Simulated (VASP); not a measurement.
Ti17O32 (a cell with a defect), 49 atoms in the cell. The cell holds a defect, 49 atoms: a = 6.676 Å, b = 6.676 Å, c = 9.472 Å, α = 95.90°, β = 84.10°, γ = 86.84°. 

```yaml
Program: VASP 6.6.1
Task: single point
Functional: PBE
Dispersion: D3(BJ)
Potentials_or_basis: VASP PAW PBE potentials, release 64 (Ti_sv, O)
Cutoff: 520 eV
k_mesh: 2 × 2 × 1
Occupations: fermi-dirac, width 0.02 eV
Spin: no spin polarisation
Dipole_correction: no
Further_INCAR_settings: LREAL = Auto; ALGO = Normal; EDIFF = 1e-06; NBANDS = 228
```

Potentials or basis: VASP PAW PBE potentials, release 64 (Ti_sv, O).

Launch:

```bash
$ cat potpaw_PBE.64/Ti_sv/POTCAR potpaw_PBE.64/O/POTCAR > POTCAR
$ mpirun -np 1 vasp_std > vasp.out
```

Hardware: 1 thread of Intel(R) Xeon(R) Platinum 8259CL CPU @ 2.50GHz (Skylake/Cascade Lake), on a shared host.

**Question.** How long does it take, and how much memory?

**Answer.** It took 20 min on 1 thread of Intel(R) Xeon(R) Platinum 8259CL CPU @ 2.50GHz (Skylake/Cascade Lake) (shared host), peak memory 0.55 GiB. Counts: scf iterations 22, k points 4.
